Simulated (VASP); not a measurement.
# VO2 (P4_2/mnm) in VASP: notebook, part 2 of 2

VASP 6.6.1. Earlier steps stand in the parts before.

**4. Single point, PBEsol+D4, collinear spin, ferromagnetic start**

This run uses another cell than the first one, of 9.52 Å³/atom.

File INCAR:

```
SYSTEM = VO2
PREC = Accurate
ENCUT = 600
EDIFF = 1E-6
ISMEAR = -1
SIGMA = 0.05
LREAL = .False.
LASPH = .True.
NELM = 200
ALGO = Normal
ISIF = 2
LWAVE = .False.
LCHARG = .True.
ISPIN = 2
MAGMOM = 2 2 0 0 0 0
LORBIT = 11
LMAXMIX = 4
GGA = PS
IVDW = 13
LELF = .True.
LVHAR = .True.
NBANDS = 38
GGA_COMPAT = .False.
```

File KPOINTS:

```
regular mesh
0
Gamma
  6 6 9
  0 0 0
```

File POSCAR:

```
VO2
1.0
    4.5208599499      0.0000000000      0.0000000000
    0.0000000000      4.5208599499      0.0000000000
    0.0000000000      0.0000000000      2.7942218935
V O
2 4
Direct
    0.5000000000      0.5000000000      0.5000000000
    0.0000000000      0.0000000000      0.0000000000
    0.2012477500      0.7987522500      0.5000000000
    0.7987522500      0.2012477500      0.5000000000
    0.7012477500      0.7012477500      0.0000000000
    0.2987522500      0.2987522500      0.0000000000
```

Potentials or basis: VASP PAW PBE potentials, release 64 (V_sv, O).

On the command line:

```
$ cat potpaw_PBE.64/V_sv/POTCAR potpaw_PBE.64/O/POTCAR > POTCAR
$ mpirun -np 1 vasp_std > vasp.out
```

OUTCAR:

```text
SYSTEM = VO2
   PREC = Accurate
   ENCUT = 600
   EDIFF = 1E-6
   ISMEAR = -1
   LREAL = .False.
   LASPH = .True.
   NELM = 200
   ISIF = 2
   ISPIN = 2
   LORBIT = 11
   GGA = PS
   IVDW = 13

 ion  position               nearest neighbor table
   1  0.500  0.500  0.500-   5 1.90   6 1.90   5 1.90   6 1.90   3 1.91   4 1.91
   2  0.000  0.000  0.000-   3 1.90   4 1.90   3 1.90   4 1.90   5 1.91   6 1.91
   3  0.201  0.799  0.500-   2 1.90   2 1.90   1 1.91
   4  0.799  0.201  0.500-   2 1.90   2 1.90   1 1.91
   5  0.701  0.701  0.000-   1 1.90   1 1.90   2 1.91
   6  0.299  0.299  0.000-   1 1.90   1 1.90   2 1.91

  LATTYP: Found a simple tetragonal cell.
 ALAT       =     4.5208599499
 C/A-ratio  =     0.6180730933

  Lattice vectors:

 A1 = (   4.5208599499,   0.0000000000,   0.0000000000)
 A2 = (   0.0000000000,   4.5208599499,   0.0000000000)
 A3 = (   0.0000000000,   0.0000000000,   2.7942218935)

Analysis of symmetry for initial positions (statically):
=====================================================================
 Subroutine PRICEL returns:
 Original cell was already a primitive cell.

 Routine SETGRP: Setting up the symmetry group for a
 simple tetragonal supercell.

 Subroutine GETGRP returns: Found 16 space group operations
 (whereof  8 operations were pure point group operations)
 out of a pool of 16 trial point group operations.

The static configuration has the point symmetry D_2h.
 The point group associated with its full space group is D_4h.

Analysis of symmetry for dynamics (positions and initial velocities):
=====================================================================
 Subroutine PRICEL returns:
 Original cell was already a primitive cell.

 Routine SETGRP: Setting up the symmetry group for a
 simple tetragonal supercell.

 Subroutine GETGRP returns: Found 16 space group operations
 (whereof  8 operations were pure point group operations)
 out of a pool of 16 trial point group operations.

The dynamic configuration has the point symmetry D_2h.
 The point group associated with its full space group is D_4h.

Analysis of structural, dynamic, and magnetic symmetry:
=====================================================================
 Subroutine PRICEL returns:
 Original cell was already a primitive cell.

 Routine SETGRP: Setting up the symmetry group for a
 simple tetragonal supercell.

 Subroutine GETGRP returns: Found 16 space group operations
 (whereof  8 operations were pure point group operations)
 out of a pool of 16 trial point group operations.

The overall configuration has the point symmetry D_2h.
 The point group associated with its full space group is D_4h.

 Subroutine INISYM returns: Found 16 space group operations
 (whereof  8 operations are pure point group operations),
 and found     1 'primitive' translations

----------------------------------------------------------------------------------------

                                     Primitive cell

  volume of cell :      57.1088

  direct lattice vectors                    reciprocal lattice vectors
     4.520859950  0.000000000  0.000000000     0.221196854  0.000000000  0.000000000
     0.000000000  4.520859950  0.000000000     0.000000000  0.221196854  0.000000000
     0.000000000  0.000000000  2.794221894     0.000000000  0.000000000  0.357881385

  length of vectors
     4.520859950  4.520859950  2.794221894     0.221196854  0.221196854  0.357881385

  position of ions in fractional coordinates (direct lattice)
[... 97 lines left out ...]
   PSTRESS=    0.0 pullay stress
   NELECT =      50.0000    total number of electrons
   NUPDOWN=      -1.0000    fix difference up-down
   EMIN   =  10.00;   EMAX   =-10.00  energy-range for DOS
   EFERMI =   0.00;   METHOD = LEGACY
   ISMEAR =    -1;   SIGMA  =   0.05  broadening in eV -4-tet -1-fermi 0-gaus
   EFERMI_NEDOS =   21; number of points for ismear=-14 and -15
   IALGO  =     38    algorithm
   IMIX   =      4    mixing-type and parameters
     AMIX     =   0.40;   BMIX     =  1.00
     AMIX_MAG =   1.60;   BMIX_MAG =  1.00
  volume/ion in A,a.u.               =       9.52        64.23
  Fermi-wavevector in a.u.,A,eV,Ry     =   1.566140  2.959575 33.372283  2.452794
  Thomas-Fermi vector in A             =   2.668512
   LORBIT       =     11    0 simple, 1 ext, 2 COOP (PROOUT), +10 PAW based schemes
   GGA     = PS    functional components
   LHFCALC =     F    Hartree Fock is set to
   AEXX    =    0.0000 exact exchange contribution
   IVDW    =    13    specifies the selected vdW correction
   LEPSILON=     F    determine dielectric tensor
   LRPA    =     F    only Hartree local field effects (RPA)
 spin polarized calculation
  energy-cutoff  :      600.00
  volume of cell :       57.11
 maximum number of plane-waves:      1927
   NGX = 19   NGY = 19   NGZ = 11

 number of electron      50.0000010 magnetization       1.9514787

 Free energy of the ion-electron system (eV)
  ---------------------------------------------------
  ext. energy  EPLUGINS =         0.00000000
  ---------------------------------------------------
  free energy    TOTEN  =       -54.64983811 eV

  energy without entropy =      -54.62682496  energy(sigma->0) =      -54.63833154

 E-fermi :   6.6614     XC(G=0): -12.2495

 val. band max:        6.6582704217   @ k =   0.0000   0.0000   0.0000
 cond. band min:       6.6619411532   @ k =   0.1667   0.1667   0.0000
 fundamental gap:      0.0036707315
 Fermi energy:         6.6613808513

 spin component 1

 k-point     1 :       0.0000    0.0000    0.0000
  band No.  band energies     occupation
      1     -59.1622      1.00000
      2     -59.1508      1.00000
      3     -33.1388      1.00000
      4     -33.1388      1.00000
      5     -33.0344      1.00000
      6     -33.0344      1.00000
[... 949 lines left out ...]
     36      16.8823      0.00000
     37      20.2308      0.00000

 [... further k-points ...]

 spin component 2

 k-point     1 :       0.0000    0.0000    0.0000
  band No.  band energies     occupation
      1     -58.1322      1.00000
      2     -58.1201      1.00000
      3     -32.1249      1.00000
      4     -32.1249      1.00000
      5     -32.0345      1.00000
      6     -32.0105      1.00000
[... 949 lines left out ...]
     36      16.9850      0.00000
     37      20.5054      0.00000

 [... further k-points ...]

 [bands above 37 left out]

------------------------ aborting loop because EDIFF is reached ----------------------------------------

  DFT-D4 for vdW energy calculation

  Edisp (eV):   -0.77879

  FORCE on cell =-STRESS in cart. coord.  units (eV):
  Direction    XX          YY          ZZ          XY          YZ          ZX
  --------------------------------------------------------------------------------------
  -------------------------------------------------------------------------------------
  Total       0.17625     0.17625     0.28902     0.00000     0.00000     0.00000
  in kB       4.94474     4.94474     8.10842     0.00000     0.00000     0.00000
  external pressure =        6.00 kB  Pullay stress =        0.00 kB

 VOLUME and BASIS-vectors are now :
 -----------------------------------------------------------------------------
  energy-cutoff  :      600.00
  volume of cell :       57.11
      direct lattice vectors                 reciprocal lattice vectors
     4.520859950  0.000000000  0.000000000     0.221196854  0.000000000  0.000000000
     0.000000000  4.520859950  0.000000000     0.000000000  0.221196854  0.000000000
     0.000000000  0.000000000  2.794221894     0.000000000  0.000000000  0.357881385

 POSITION                                       TOTAL-FORCE (eV/Angst)
 -----------------------------------------------------------------------------------
      2.26043      2.26043      1.39711         0.000000      0.000000      0.000000
      0.00000      0.00000      0.00000         0.000000      0.000000      0.000000
      0.90981      3.61105      1.39711         0.017919     -0.017919      0.000000
      3.61105      0.90981      1.39711        -0.017919      0.017919     -0.000000
      3.17024      3.17024      0.00000         0.017919      0.017919     -0.000000
      1.35062      1.35062      0.00000        -0.017919     -0.017919      0.000000
 -----------------------------------------------------------------------------------
    total drift:                                0.000000      0.000000     -0.000000

  FREE ENERGIE OF THE ION-ELECTRON SYSTEM (eV)
  ---------------------------------------------------
  free  energy   TOTEN  =       -55.4286232382 eV

  energy  without entropy=      -55.4056100863  energy(sigma->0) =      -55.41711666

 total charge

# of ion       s       p       d       tot
------------------------------------------
    1        2.300   6.372   2.977  11.649
    2        2.300   6.372   2.977  11.649
    3        1.565   3.478   0.000   5.043
    4        1.565   3.478   0.000   5.043
    5        1.565   3.478   0.000   5.043
    6        1.565   3.478   0.000   5.043
--------------------------------------------------
tot         10.862  26.655   5.954  43.471

 magnetization (x)

# of ion       s       p       d       tot
------------------------------------------
    1        0.012   0.012   0.972   0.997
    2        0.012   0.012   0.972   0.997
    3       -0.002  -0.039   0.000  -0.041
    4       -0.002  -0.039   0.000  -0.041
    5       -0.002  -0.039   0.000  -0.041
    6       -0.002  -0.039   0.000  -0.041
--------------------------------------------------
tot          0.017  -0.130   1.945   1.831
```

Run time: 3.5 min. Hardware: 1 thread of Oxide Virtual Turin-like, shared host; peak memory 0.28 GiB.

Results:

```
Free energy                                           : -55.4286 eV
Pressure                                              : 0.6 GPa
Largest force                                         : 0.025 eV/Å
Net moment                                            : 1.95 μB per cell
Site moments                                          : V +1.00; O -0.04 μB
Valence electrons inside the program's atomic spheres : V 11.65; O 5.04
Dispersion energy per atom                            : -0.130 eV
```

Forces in eV/Å, atoms in the order of the input:
```
V    0.000  0.000  0.000
V    0.000  0.000  0.000
O    0.018 -0.018  0.000
O   -0.018  0.018  0.000
O    0.018  0.018  0.000
O   -0.018 -0.018  0.000
```

Stress tensor (GPa, compression positive):
```
0.49 0.00 0.00
0.00 0.49 0.00
0.00 0.00 0.81
```

Levels at points of the mesh, in eV from the Fermi level:
Spin up:
| k point | band 24 | band 25 | band 26 | band 27 | band 28 | band 29 |
| --- | --- | --- | --- | --- | --- | --- |
| (0.00, 0.00, 0.00) | -1.61 | -1.09 | -0.89 | -0.31 | -0.31 | -0.27 |
| (0.50, 0.00, 0.00) | -2.35 | -0.35 | -0.35 | 0.38 | 0.38 | 1.04 |
| (0.50, 0.50, 0.00) | -2.84 | -1.07 | -1.07 | -0.29 | -0.29 | 1.48 |
Spin down:
```csv
k point,band 21,band 22,band 23,band 24,band 25,band 26,band 27,band 28
"(0.00, 0.00, 0.00)",-2.21,-2.13,-2.13,-1.59,0.00,0.04,0.70,0.83
"(0.50, 0.00, 0.00)",-3.23,-3.23,-2.39,-2.39,0.64,0.64,1.44,1.44
"(0.50, 0.50, 0.00)",-2.97,-2.97,-2.87,-2.87,-0.05,-0.05,0.86,0.86
```

Caveat: the PAW data sets were made with another functional, which shifts forces and pressure a little; semilocal functionals often make such compounds metallic where correlation or magnetic order opens a gap, which also shifts bond lengths. With open d or f shells a metallic result of PBEsol can be an artefact of self-interaction; +U or a hybrid may open a gap.

**5. Single point, BLYP+D3(BJ), collinear spin, ferromagnetic start**

File INCAR:

```
SYSTEM = VO2
PREC = Accurate
ENCUT = 600
EDIFF = 1E-6
ISMEAR = -1
SIGMA = 0.05
LREAL = .FALSE.
LASPH = .TRUE.
NELM = 200
ALGO = Normal
ISIF = 2
LWAVE = .FALSE.
LCHARG = .TRUE.
ISPIN = 2
MAGMOM = 2 2 0 0 0 0
LORBIT = 11
LMAXMIX = 4
GGA = B5
ALDAX = 1.0
AGGAX = 1.0
AGGAC = 1.0
ALDAC = 0.0
IVDW = 12
VDW_S6 = 1.0
VDW_S8 = 2.6996
VDW_A1 = 0.4298
VDW_A2 = 4.2359
LELF = .TRUE.
LVHAR = .TRUE.
NBANDS = 38
GGA_COMPAT = .FALSE.
```

File KPOINTS:

```
Automatic mesh
0
G
  6 6 9
  0 0 0
```

File POSCAR:

```
VO2
1.0
    4.4151925128      0.0000000000      0.0000000000
    0.0000000000      4.4151925128      0.0000000000
    0.0000000000      0.0000000000      2.9823009287
V O
2 4
Direct
    0.5000000000      0.5000000000      0.5000000000
    0.0000000000      0.0000000000      0.0000000000
    0.2003580000      0.7996420000      0.5000000000
    0.7996420000      0.2003580000      0.5000000000
    0.7003580000      0.7003580000      0.0000000000
    0.2996420000      0.2996420000      0.0000000000
```

On the command line:

```
$ cat potpaw_PBE.64/V_sv/POTCAR potpaw_PBE.64/O/POTCAR > POTCAR
$ mpirun -np 1 vasp_std > vasp.out
```

It took 3.1 min on 1 thread of Oxide Virtual Turin-like, shared host; peak memory 0.29 GiB.

It converged, with:

```
Free energy                                           : -52.4461 eV
Pressure                                              : 4.5 GPa
Largest force                                         : 0.188 eV/Å
Band gap on the k mesh                                : zero (filled and empty bands overlap)
Net moment                                            : 2.00 μB per cell
Site moments                                          : V +1.04; O -0.05 μB
Valence electrons inside the program's atomic spheres : V 11.53; O 5.07
Dispersion energy per atom                            : -0.528 eV
```

Forces on the atoms (eV/Å):
```
V    0.000  0.000  0.000
V    0.000  0.000  0.000
O   -0.133  0.133  0.000
O    0.133 -0.133  0.000
O   -0.133 -0.133  0.000
O    0.133  0.133  0.000
```

Stress tensor (GPa, compression positive):
```
10.69  0.00  0.00
 0.00 10.69  0.00
 0.00  0.00 -7.80
```

Levels at points of the mesh, in eV from the Fermi level:
Spin up:
```tsv
k point	band 22	band 23	band 24	band 25	band 26	band 27	band 28	band 29	band 30	band 31
(0.00, 0.00, 0.00)	-1.76	-1.76	-1.24	-0.85	-0.49	-0.37	-0.37	-0.36	2.02	2.11
(0.50, 0.00, 0.00)	-3.59	-2.04	-2.04	-0.14	-0.14	0.41	0.41	0.99	0.99	3.65
(0.50, 0.50, 0.00)	-3.00	-2.57	-2.57	-0.77	-0.77	-0.33	-0.33	1.40	1.40	3.63
```
Spin down:
```tsv
k point	band 21	band 22	band 23	band 24	band 25	band 26	band 27	band 28
(0.00, 0.00, 0.00)	-2.24	-1.84	-1.84	-1.38	0.43	0.62	0.65	0.75
(0.50, 0.00, 0.00)	-3.47	-3.47	-2.15	-2.15	1.06	1.06	1.47	1.47
(0.50, 0.50, 0.00)	-3.04	-3.04	-2.60	-2.60	0.44	0.44	0.79	0.79
```

Caveat: the stress differs along the axes, from -8 to 11 GPa; the PAW data sets were made with another functional, which shifts forces and pressure a little; semilocal functionals often make such compounds metallic where correlation or magnetic order opens a gap, which also shifts bond lengths. With open d or f shells a metallic result of BLYP can be an artefact of self-interaction; +U or a hybrid may open a gap.

**6. Overview**

| level | cell | gap on the mesh (eV) | pressure (GPa) | moment (μB) | largest force (eV/Å) |
| --- | --- | --- | --- | --- | --- |
| PBE | a = 4.415, b = 4.415, c = 2.982 Å, 6 atoms, atomic positions A | none | 6.1 | 2.00 | 0.22 |
| BLYP+D4 | a = 4.562, b = 4.562, c = 2.846 Å, 6 atoms, atomic positions A | none | 0.9 | 2.00 | 0.03 |
| PBEsol+D4 | a = 4.521, b = 4.521, c = 2.794 Å, 6 atoms, atomic positions B | none | 0.6 | 1.95 | 0.03 |
| BLYP+D3(BJ) | a = 4.415, b = 4.415, c = 2.982 Å, 6 atoms, atomic positions A | none | 4.5 | 2.00 | 0.19 |

Alike in all rows: task single point; potentials or basis VASP PAW PBE potentials, release 64 (V_sv, O); spin collinear, ferromagnetic start; k mesh 6 × 6 × 9; cutoff (eV) 600; smearing fermi-dirac 0.05 eV.

Caveats: semilocal functionals often make such compounds metallic where correlation or magnetic order opens a gap, which also shifts bond lengths; the PAW data sets were made with another functional, which shifts forces and pressure a little (at least some runs); the stress differs along the axes, from -7 to 13 GPa (at least some runs); the stress differs along the axes, from -8 to 11 GPa (at least some runs).

Absolute energies hang on the potentials; compare differences alone.

The gap in the log of VASP goes by the Fermi energy; the results here count the filled bands.